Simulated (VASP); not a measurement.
# Rh (Fm-3m) in VASP: relaxation of cell and atoms with LDA

Aim: the relaxation of cell and atoms of Rh with LDA.

Program: VASP 6.6.1. These are calculated values, not measurements. Logs are shortened: lines on timing, memory, paths and dates and some standing lists are left out, and cuts for length are marked.

### 1 The cell of the first run

Symmetry: Fm-3m, No. 225, cubic system. Conventional cell: a = 3.796 Å, b = 3.796 Å, c = 3.796 Å, α = 90.00°, β = 90.00°, γ = 90.00°. Within 3.5 Å of Rh (site symmetry m-3m) lie 12 Rh at 2.68 Å.

### 2 Relaxation of cell and atoms, LDA

Input file INCAR:

```
SYSTEM = Rh
ALGO = Normal
EDIFF = 1E-6
EDIFFG = -0.002
ENCUT = 600
GGA = CA
IBRION = 2
ISIF = 3
ISMEAR = -1
LASPH = .True.
LCHARG = .False.
LREAL = .False.
LWAVE = .False.
NELM = 60
NSW = 100
PREC = Accurate
SIGMA = 0.05
```

Input file KPOINTS:

```
k-points
0
Gamma
  24 24 24
  0 0 0
```

Input file POSCAR:

```
Rh
1.0
    0.0000000000      1.8978500000      1.8978500000
    1.8978500000      0.0000000000      1.8978500000
    1.8978500000      1.8978500000      0.0000000000
Rh
1
Direct
    0.0000000000      0.0000000000      0.0000000000
```

Potentials or basis: VASP PAW LDA potentials, release 64 (Rh_pv).

The run is started by

```console
$ cat potpaw_LDA.64/Rh_pv/POTCAR > POTCAR
$ mpirun -np 1 vasp_std > vasp.out
```

OUTCAR:

```text
SYSTEM = Rh
   EDIFF = 1E-6
   EDIFFG = -0.002
   ENCUT = 600
   GGA = CA
   IBRION = 2
   ISIF = 3
   ISMEAR = -1
   LASPH = .True.
   LREAL = .False.
   NELM = 60
   NSW = 100
   PREC = Accurate

 ion  position               nearest neighbor table
   1  0.000  0.000  0.000-

  LATTYP: Found a face centered cubic cell.
 ALAT       =     3.7957000000

  Lattice vectors:

 A1 = (   0.0000000000,   1.8978500000,   1.8978500000)
 A2 = (   1.8978500000,   0.0000000000,   1.8978500000)
 A3 = (   1.8978500000,   1.8978500000,   0.0000000000)

Analysis of symmetry for initial positions (statically):
=====================================================================
 Subroutine PRICEL returns:
 Original cell was already a primitive cell.

 Routine SETGRP: Setting up the symmetry group for a
 face centered cubic supercell.

 Subroutine GETGRP returns: Found 48 space group operations
 (whereof 48 operations were pure point group operations)
 out of a pool of 48 trial point group operations.

The static configuration has the point symmetry O_h .

Analysis of symmetry for dynamics (positions and initial velocities):
=====================================================================
 Subroutine PRICEL returns:
 Original cell was already a primitive cell.

 Routine SETGRP: Setting up the symmetry group for a
 face centered cubic supercell.

 Subroutine GETGRP returns: Found 48 space group operations
 (whereof 48 operations were pure point group operations)
 out of a pool of 48 trial point group operations.

The dynamic configuration has the point symmetry O_h .

 Subroutine INISYM returns: Found 48 space group operations
 (whereof 48 operations are pure point group operations),
 and found     1 'primitive' translations

----------------------------------------------------------------------------------------

                                     Primitive cell

  volume of cell :      13.6715

  direct lattice vectors                    reciprocal lattice vectors
     0.000000000  1.897850000  1.897850000    -0.263456016  0.263456016  0.263456016
     1.897850000  0.000000000  1.897850000     0.263456016 -0.263456016  0.263456016
     1.897850000  1.897850000  0.000000000     0.263456016  0.263456016 -0.263456016

  length of vectors
     2.683965209  2.683965209  2.683965209     0.456319205  0.456319205  0.456319205

  position of ions in fractional coordinates (direct lattice)
     0.000000000  0.000000000  0.000000000

  ion indices of the primitive-cell ions
   primitive index   ion index
[... 109 lines left out ...]
 NGX is ok and might be reduce to    24
   NGX = 11   NGY = 11   NGZ = 11

--------------------------------------- Ionic step        1  -------------------------------------------

 number of electron      15.0000002 magnetization

 Free energy of the ion-electron system (eV)
  ---------------------------------------------------
  ext. energy  EPLUGINS =         0.00000000
  ---------------------------------------------------
  free energy    TOTEN  =        -8.67771211 eV

  energy without entropy =       -8.66783247  energy(sigma->0) =       -8.67277229

------------------------ aborting loop because EDIFF is reached ----------------------------------------

  FORCE on cell =-STRESS in cart. coord.  units (eV):
  Direction    XX          YY          ZZ          XY          YZ          ZX
  --------------------------------------------------------------------------------------
  -------------------------------------------------------------------------------------
  Total       -0.7712121     -0.7712121     -0.7712121      0.0000000      0.0000000      0.0000000
  in kB      -90.3792522    -90.3792522    -90.3792522      0.0000000      0.0000000      0.0000000
  external PRESSURE =     -90.3792522 kB  Pullay stress =       0.0000000 kB
[... 86 lines left out ...]
  FREE ENERGIE OF THE ION-ELECTRON SYSTEM (eV)
  ---------------------------------------------------
  free  energy   TOTEN  =        -8.6897481202 eV

  energy  without entropy=       -8.6804771053  energy(sigma->0) =       -8.68511261

[... ionic steps 4 to 9 ...]

--------------------------------------- Ionic step       10  -------------------------------------------

 number of electron      15.0000001 magnetization

------------------------ aborting loop because EDIFF is reached ----------------------------------------
[... 65 lines left out ...]
--------------------------------------- Ionic step       12  -------------------------------------------

 number of electron      15.0000001 magnetization

 Free energy of the ion-electron system (eV)
  ---------------------------------------------------
  ext. energy  EPLUGINS =         0.00000000
  ---------------------------------------------------
  free energy    TOTEN  =        -8.68976002 eV

  energy without entropy =       -8.68050819  energy(sigma->0) =       -8.68513411

 E-fermi :  12.3936     XC(G=0): -14.5854

 val. band max:       12.3919022591   @ k =   0.4167   0.3750   0.0000
 cond. band min:      12.3938179006   @ k =   0.4167   0.0833   0.0417
 fundamental gap:      0.0019156415
 Fermi energy:        12.3936471930

 k-point     1 :       0.0000    0.0000    0.0000
  band No.  band energies     occupation
      1     -33.8358      2.00000
      2     -33.8358      2.00000
      3     -33.8358      2.00000
      4       4.0970      2.00000
      5       9.1044      2.00000
      6       9.1044      2.00000
      7       9.1044      2.00000
      8      11.3548      2.00000
      9      11.3548      2.00000
     10      28.3100      0.00000
     11      32.6373      0.00000
[... 309 lines left out ...]
 k-point    24 :       0.4583    0.0417    0.0000
  band No.  band energies     occupation
      1     -34.6521      2.00000
      2     -33.9550      2.00000
      3     -33.9545      2.00000
      4       5.9990      2.00000
      5       9.0074      2.00000
      6       9.1229      2.00000
      7      11.9072      1.99988
      8      12.9748      0.00002
      9      13.5321      0.00000
     10      21.9450      0.00000
     11      28.0927      0.00000

 [... further k-points ...]

------------------------ aborting loop because EDIFF is reached ----------------------------------------

  FORCE on cell =-STRESS in cart. coord.  units (eV):
  Direction    XX          YY          ZZ          XY          YZ          ZX
  --------------------------------------------------------------------------------------
  -------------------------------------------------------------------------------------
  Total        0.0006989      0.0006989      0.0006989     -0.0000000     -0.0000000      0.0000000
  in kB        0.0844668      0.0844668      0.0844668     -0.0000000     -0.0000000      0.0000000
  external PRESSURE =       0.0844668 kB  Pullay stress =       0.0000000 kB
[... 16 lines left out ...]
  FREE ENERGIE OF THE ION-ELECTRON SYSTEM (eV)
  ---------------------------------------------------
  free  energy   TOTEN  =        -8.6897600221 eV

  energy  without entropy=       -8.6805081949  energy(sigma->0) =       -8.68513411

 reached required accuracy - stopping structural energy minimisation
```

OSZICAR:

```text
N       E                     dE             d eps       ncg     rms          rms(c)
DAV:   1     0.124434616828E+03    0.12443E+03   -0.10104E+04  9089   0.163E+03
DAV:   2    -0.756585842400E+01   -0.13200E+03   -0.12641E+03  9278   0.410E+02
DAV:   3    -0.924386950613E+01   -0.16780E+01   -0.16654E+01 10544   0.522E+01
DAV:   4    -0.925426545817E+01   -0.10396E-01   -0.10395E-01  9932   0.424E+00
[... 68 lines left out ...]
DAV:   3    -0.868975996556E+01    0.12468E-06   -0.37193E-07  4648   0.867E-03
  11 F= -.86897600E+01 E0= -.86851334E+01  d E =-.228330E-06
       N       E                     dE             d eps       ncg     rms          rms(c)
DAV:   1    -0.868976123516E+01   -0.11449E-05   -0.17321E-05  9695   0.701E-02    0.805E-03
DAV:   2    -0.868976003834E+01    0.11968E-05   -0.29224E-06  8162   0.264E-02    0.140E-03
DAV:   3    -0.868976002208E+01    0.16257E-07   -0.35751E-08  4570   0.264E-03
  12 F= -.86897600E+01 E0= -.86851341E+01  d E =-.284848E-06
```

Wall time 3.2 min (1 thread of AMD EPYC 9R45 (Zen 5), shared host); peak memory 0.18 GiB.

Results:

```
Free energy                           : -8.6898 eV
Relaxed volume                        : 13.26 Å³/atom
Relaxed cell                          : a = 2.657 Å, b = 2.657 Å, c = 2.657 Å, α = 60.00°, β = 60.00°, γ = 60.00°
Space group after relaxing (to 0.1 Å) : Fm-3m (No. 225)
Energy gained by relaxing             : 12.0 meV/atom
Ionic steps                           : 12
Pressure after relaxing               : 0.0 GPa
Band gap on the k mesh                : zero (an odd number of electrons rules out a gap without spin polarisation)
```

Step by step:
```tsv
step	energy change (eV)	largest force (eV/Å)	pressure (GPa)	volume (Å³)
1	0.0000	0.0000	-9.04	13.67
2	0.0864	0.0000	32.54	12.20
3	-0.0120	0.0000	-0.37	13.27
4	-0.0120	0.0000	-0.05	13.26
5	-0.0120	0.0000	0.17	13.25
6	-0.0120	0.0000	-0.22	13.27
7	-0.0120	0.0000	-0.04	13.26
8	-0.0120	0.0000	0.08	13.25
9	-0.0120	0.0000	0.05	13.25
10	-0.0120	0.0000	0.06	13.26
11	-0.0120	0.0000	-0.03	13.26
12	-0.0120	0.0000	0.01	13.26
```

Final structure:
```
Rh
1.0
     0.00000    1.87847    1.87847
     1.87847    0.00000    1.87847
     1.87847    1.87847    0.00000
Rh
1
Direct
  0.00000 0.00000 0.00000
```

Levels at points of the mesh, in eV from the Fermi level:
```tsv
k point	band 4	band 5	band 6	band 7	band 8	band 9	band 10	band 11
(0.00, 0.00, 0.00)	-8.30	-3.29	-3.29	-3.29	-1.04	-1.04	15.92	20.24
(0.50, 0.00, 0.00)	-6.48	-3.36	-3.36	0.62	0.62	0.66	8.97	15.45
(0.50, 0.50, 0.00)	-6.70	-6.32	0.61	1.06	1.06	3.25	12.72	13.42
```

LDA usually gives volumes a few per cent too small. Zero-point motion and thermal expansion aren't in these numbers.
